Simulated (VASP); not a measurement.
# C (P6_3/mmc) in VASP: notebook

The runs below take C through single point, with PBE+D3(BJ).

Everything below comes from runs of VASP 6.6.1. Logs are shortened: lines on timing, memory, paths and dates and some standing lists are left out, and cuts for length are marked.

## 1. The cell of the first run

It takes space group P6_3/mmc (No. 194, hexagonal). Conventional cell: a = 2.366 Å, b = 2.366 Å, c = 7.008 Å, α = 90.00°, β = 90.00°, γ = 120.00°. Within 1.8 Å of C (site symmetry -6m2) lie 3 C at 1.37 Å. Within 1.8 Å of C (site symmetry -6m2) lie 3 C at 1.37 Å.

## 2. Single point, PBE+D3(BJ) (strain -0.040 along x and y, +0.040 along z)

Contents of INCAR:

```
PREC     = Accurate       # precision mode
ENCUT    = 520            # plane-wave cutoff, eV
EDIFF    = 1E-7           # SCF threshold, eV
ISMEAR   = 0              # smearing method
SIGMA    = 0.15           # smearing width, eV
LREAL    = False          # projectors in reciprocal space
LASPH    = True           # aspherical terms in the spheres
NELM     = 80             # most SCF steps
ALGO     = Normal         # electronic algorithm
ISIF     = 2              # what is computed and relaxed
LWAVE    = False          # write WAVECAR
LCHARG   = False          # write CHGCAR
GGA      = PE             # functional
IVDW     = 12             # dispersion correction
NBANDS   = 16             # bands
```

Contents of KPOINTS:

```
Automatic mesh
0
Gamma
  24 24 8
```

Contents of POSCAR:

```
C
1.0
    2.3663804789      0.0000000000      0.0000000000
   -1.1831902394      2.0493456097      0.0000000000
    0.0000000000      0.0000000000      7.0079699359
C
4
Direct
    0.0000000000      0.0000000000      0.0025000000
    0.0000000000      0.0000000000      0.5025000000
    0.3333333333      0.6666666667      0.0025000000
    0.6666666667      0.3333333333      0.5025000000
```

Potentials or basis: VASP PAW PBE potentials, release 64 (C).

Command:

```sh
> cat potpaw_PBE.64/C/POTCAR > POTCAR
> mpirun -np 1 vasp_std > vasp.out
```

OUTCAR:

```text
PREC = Accurate
   ENCUT = 520
   EDIFF = 1E-7
   ISMEAR = 0
   LREAL = False
   LASPH = True
   NELM = 80
   ISIF = 2
   GGA = PE
   IVDW = 12
 IVDW          = 12

 ion  position               nearest neighbor table
   1  0.000  0.000  0.002-   3 1.37   3 1.37   3 1.37
   2  0.000  0.000  0.502-   4 1.37   4 1.37   4 1.37
   3  0.333  0.667  0.002-   1 1.37   1 1.37   1 1.37
   4  0.667  0.333  0.502-   2 1.37   2 1.37   2 1.37

  LATTYP: Found a hexagonal cell.
 ALAT       =     2.3663804789
 C/A-ratio  =     2.9614721717

  Lattice vectors:

 A1 = (   2.3663804789,   0.0000000000,   0.0000000000)
 A2 = (  -1.1831902394,   2.0493456097,   0.0000000000)
 A3 = (   0.0000000000,   0.0000000000,   7.0079699359)

Analysis of symmetry for initial positions (statically):
=====================================================================
 Subroutine PRICEL returns:
 Original cell was already a primitive cell.

 Routine SETGRP: Setting up the symmetry group for a
 hexagonal supercell.

 Subroutine GETGRP returns: Found 24 space group operations
 (whereof  6 operations were pure point group operations)
 out of a pool of 24 trial point group operations.

The static configuration has the point symmetry C_3v.
 The point group associated with its full space group is D_6h.

Analysis of symmetry for dynamics (positions and initial velocities):
=====================================================================
 Subroutine PRICEL returns:
 Original cell was already a primitive cell.

 Routine SETGRP: Setting up the symmetry group for a
 hexagonal supercell.

 Subroutine GETGRP returns: Found 24 space group operations
 (whereof  6 operations were pure point group operations)
 out of a pool of 24 trial point group operations.

The dynamic configuration has the point symmetry C_3v.
 The point group associated with its full space group is D_6h.

 Subroutine INISYM returns: Found 24 space group operations
 (whereof  6 operations are pure point group operations),
 and found     1 'primitive' translations

----------------------------------------------------------------------------------------

                                     Primitive cell

  volume of cell :      33.9854

  direct lattice vectors                    reciprocal lattice vectors
     2.366380479  0.000000000  0.000000000     0.422586312  0.243980321  0.000000000
    -1.183190239  2.049345610  0.000000000     0.000000000  0.487960642  0.000000000
     0.000000000  0.000000000  7.007969936     0.000000000  0.000000000  0.142694676

[... 92 lines left out ...]
   NFREE  =      0    steps in history (QN), initial steepest desc. (CG)
   ISIF   =      2    stress and relaxation
   ISYM   =      2    0-nonsym 1-usesym 2-fastsym
   POTIM  = 0.5000    time-step for ionic-motion
   TEBEG  =    0.0;   TEEND  =   0.0 temperature during run
   PSTRESS=    0.0 pullay stress
   NELECT =      16.0000    total number of electrons
   NUPDOWN=      -1.0000    fix difference up-down
   EMIN   =  10.00;   EMAX   =-10.00  energy-range for DOS
   EFERMI =   0.00;   METHOD = LEGACY
   ISMEAR =     0;   SIGMA  =   0.15  broadening in eV -4-tet -1-fermi 0-gaus
   EFERMI_NEDOS =   21; number of points for ismear=-14 and -15
   IALGO  =     38    algorithm
   IMIX   =      4    mixing-type and parameters
     AMIX     =   0.40;   BMIX     =  1.00
     AMIX_MAG =   1.60;   BMIX_MAG =  1.00
  volume/ion in A,a.u.               =       8.50        57.34
  Fermi-wavevector in a.u.,A,eV,Ry     =   1.273554  2.406669 22.067843  1.621941
  Thomas-Fermi vector in A             =   2.406371
   LORBIT       =      0    0 simple, 1 ext, 2 COOP (PROOUT), +10 PAW based schemes
   GGA     = PE    functional components
   LHFCALC =     F    Hartree Fock is set to
   AEXX    =    0.0000 exact exchange contribution
   IVDW    =    12    specifies the selected vdW correction
   LEPSILON=     F    determine dielectric tensor
   LRPA    =     F    only Hartree local field effects (RPA)
 non-spin polarized calculation
 Gauss-broadening in eV      SIGMA  =   0.15
  energy-cutoff  :      520.00
  volume of cell :       33.99
 maximum number of plane-waves:       957
 NGX is ok and might be reduce to    18
   NGX =  9   NGY =  9   NGZ = 27

 number of electron      16.0000005 magnetization

 Free energy of the ion-electron system (eV)
  ---------------------------------------------------
  ext. energy  EPLUGINS =         0.00000000
  ---------------------------------------------------
  free energy    TOTEN  =       -36.36196635 eV

  energy without entropy =      -36.36127353  energy(sigma->0) =      -36.36161994

 E-fermi :   5.0472     XC(G=0): -10.2588

 val. band max:        5.0455391694   @ k =   0.3333   0.3333   0.5000
 cond. band min:       5.0472465337   @ k =   0.3333   0.3333   0.2500
 fundamental gap:      0.0017073643
 Fermi energy:         5.0471989205

 k-point     1 :       0.0000    0.0000    0.0000
  band No.  band energies     occupation
      1     -15.5665      2.00000
      2     -15.3672      2.00000
      3      -4.1250      2.00000
      4      -2.6363      2.00000
      5       2.0941      2.00000
      6       2.0941      2.00000
[... 433 lines left out ...]
      3      -8.7362      2.00000
      4      -8.6339      2.00000
      5      -1.8382      2.00000
      6      -1.8071      2.00000
[... 8 lines left out ...]
     15      19.3038      0.00000
     16      20.3825      0.00000

 [... further k-points ...]

------------------------ aborting loop because EDIFF is reached ----------------------------------------

 Edisp (eV)   -0.56911

 E8    (eV) :    -0.1603

  FORCE on cell =-STRESS in cart. coord.  units (eV):
  Direction    XX          YY          ZZ          XY          YZ          ZX
  --------------------------------------------------------------------------------------
  -------------------------------------------------------------------------------------
  Total      13.19742    13.19742    -0.26255     0.00000     0.00000     0.00000
  in kB     622.16801   622.16801   -12.37766     0.00000     0.00000     0.00000
  external pressure =      410.65 kB  Pullay stress =        0.00 kB

 VOLUME and BASIS-vectors are now :
 -----------------------------------------------------------------------------
  energy-cutoff  :      520.00
  volume of cell :       33.99
      direct lattice vectors                 reciprocal lattice vectors
     2.366380479  0.000000000  0.000000000     0.422586312  0.243980321  0.000000000
    -1.183190239  2.049345610  0.000000000     0.000000000  0.487960642  0.000000000
     0.000000000  0.000000000  7.007969936     0.000000000  0.000000000  0.142694676

 POSITION                                       TOTAL-FORCE (eV/Angst)
 -----------------------------------------------------------------------------------
      0.00000      0.00000      0.01752        -0.000000     -0.000000      0.000000
      0.00000      0.00000      3.52150        -0.000000      0.000000      0.000000
     -0.00000      1.36623      0.01752        -0.000000     -0.000000     -0.000000
      1.18319      0.68312      3.52150         0.000000      0.000000      0.000000
 -----------------------------------------------------------------------------------
    total drift:                                0.000000      0.000000     -0.000010

  FREE ENERGIE OF THE ION-ELECTRON SYSTEM (eV)
  ---------------------------------------------------
  free  energy   TOTEN  =       -36.9310806609 eV

  energy  without entropy=      -36.9303878448  energy(sigma->0) =      -36.93073425
```

OSZICAR:

```text
N       E                     dE             d eps       ncg     rms          rms(c)
DAV:   1     0.337632415686E+02    0.33763E+02   -0.81063E+03  9760   0.939E+02
DAV:   2    -0.371948617287E+02   -0.70958E+02   -0.64748E+02 13744   0.191E+02
DAV:   3    -0.397973046635E+02   -0.26024E+01   -0.25879E+01 12888   0.339E+01
DAV:   4    -0.398176263731E+02   -0.20322E-01   -0.20317E-01 12176   0.364E+00
DAV:   5    -0.398179228723E+02   -0.29650E-03   -0.29649E-03 12656   0.418E-01    0.104E+01
DAV:   6    -0.371850236382E+02    0.26329E+01   -0.17630E+00 11552   0.857E+00    0.610E+00
DAV:   7    -0.363495222037E+02    0.83550E+00   -0.21637E+00 11904   0.960E+00    0.190E+00
DAV:   8    -0.363646125902E+02   -0.15090E-01   -0.10159E-01 11368   0.193E+00    0.540E-01
DAV:   9    -0.363617551788E+02    0.28574E-02   -0.35530E-03 12128   0.422E-01    0.159E-01
DAV:  10    -0.363619700997E+02   -0.21492E-03   -0.11070E-03 10960   0.216E-01    0.114E-01
DAV:  11    -0.363619650420E+02    0.50577E-05   -0.45331E-05 12448   0.462E-02    0.875E-03
DAV:  12    -0.363619662987E+02   -0.12567E-05   -0.15373E-06 11600   0.884E-03    0.894E-03
DAV:  13    -0.363619663482E+02   -0.49559E-07   -0.41207E-07 11480   0.513E-03
   1 F= -.36931081E+02 E0= -.36930734E+02  d E =-.692816E-03
```

It took 58 s on 1 thread of Intel Xeon 6975P-C (Granite Rapids), shared host; peak memory 0.24 GiB.

What came out:

```yaml
Free_energy: -36.9311 eV
Pressure: 41.1 GPa
Band_gap_on_the_k_mesh: zero (band 8 reaches 5.05 eV, above the bottom of band 9 at 5.04 eV)
Dispersion_energy_per_atom: -0.142 eV
```

Stress tensor (GPa, compression positive):
```
62.22  0.00  0.00
 0.00 62.22  0.00
 0.00  0.00 -1.24
```

Levels at points of the mesh, in eV from the Fermi level:
| k point | band 4 | band 5 | band 6 | band 7 | band 8 | band 9 | band 10 | band 11 | band 12 | band 13 |
| --- | --- | --- | --- | --- | --- | --- | --- | --- | --- | --- |
| (0.00, 0.00, 0.00) | -7.68 | -2.95 | -2.95 | -2.94 | -2.94 | 3.47 | 9.13 | 9.16 | 9.16 | 9.19 |
| (0.50, 0.00, 0.00) | -14.01 | -6.75 | -6.72 | -2.89 | -2.39 | 1.53 | 2.13 | 8.51 | 8.79 | 11.31 |
| (0.00, 0.00, 0.50) | -8.49 | -2.95 | -2.95 | -2.95 | -2.95 | 5.77 | 5.77 | 9.17 | 9.17 | 9.17 |
| (0.50, 0.00, 0.50) | -14.04 | -6.74 | -6.74 | -2.61 | -2.61 | 1.71 | 1.71 | 8.64 | 8.64 | 12.73 |

Caveat: the cell differs from its parent crystal (strain -0.040 along x and y, +0.040 along z).

## 3. Single point, PBE+D3(BJ) (strain -0.040 along x and y, +0.080 along z)

Contents of INCAR:

```
PREC     = Accurate       # precision mode
ENCUT    = 520            # plane-wave cutoff, eV
EDIFF    = 1E-6           # SCF threshold, eV
ISMEAR   = 0              # smearing method
SIGMA    = 0.15           # smearing width, eV
LREAL    = F              # projectors in reciprocal space
LASPH    = T              # aspherical terms in the spheres
NELM     = 100            # most SCF steps
ALGO     = Normal         # electronic algorithm
ISIF     = 2              # what is computed and relaxed
LWAVE    = F              # write WAVECAR
LCHARG   = F              # write CHGCAR
GGA      = PE             # functional
IVDW     = 12             # dispersion correction
NBANDS   = 16             # bands
```

Contents of KPOINTS:

```
regular mesh
0
Gamma
  24 24 8
```

POSCAR: that of step 2 with these lines changed.

```diff
@@ -4,3 +4,3 @@
    -1.1831902394      2.0493456097      0.0000000000
-    0.0000000000      0.0000000000      7.0079699359
+    0.0000000000      0.0000000000      7.2775072412
 C
```

Potentials or basis: VASP PAW PBE potentials, release 64 (C).

Command:

```sh
> cat potpaw_PBE.64/C/POTCAR > POTCAR
> mpirun -np 1 vasp_std > vasp.out
```

Wall time 59 s (1 thread of Intel Xeon 6975P-C (Granite Rapids), shared host); peak memory 0.25 GiB.

The run converged. Its results:

```yaml
Free_energy: -36.9196 eV
Pressure: 39.3 GPa
Band_gap_on_the_k_mesh: zero (band 8 reaches 4.73 eV, above the bottom of band 9 at 4.72 eV)
Dispersion_energy_per_atom: -0.136 eV
```

Stress tensor (GPa, compression positive):
```
59.88  0.00  0.00
 0.00 59.88  0.00
 0.00  0.00 -1.78
```

Levels at points of the mesh, in eV from the Fermi level:
```csv
k point,band 5,band 6,band 7,band 8,band 9,band 10,band 11,band 12
"(0.00, 0.00, 0.00)",-2.96,-2.96,-2.95,-2.95,3.25,8.36,9.16,9.16
"(0.50, 0.00, 0.00)",-6.75,-6.74,-2.83,-2.43,1.54,2.04,8.54,8.74
"(0.00, 0.00, 0.50)",-2.96,-2.96,-2.96,-2.96,5.29,5.29,9.17,9.17
"(0.50, 0.00, 0.50)",-6.75,-6.75,-2.61,-2.61,1.71,1.71,8.64,8.64
```

Caveat: the cell differs from its parent crystal (strain -0.040 along x and y, +0.080 along z).

[end of part 1 of 2]
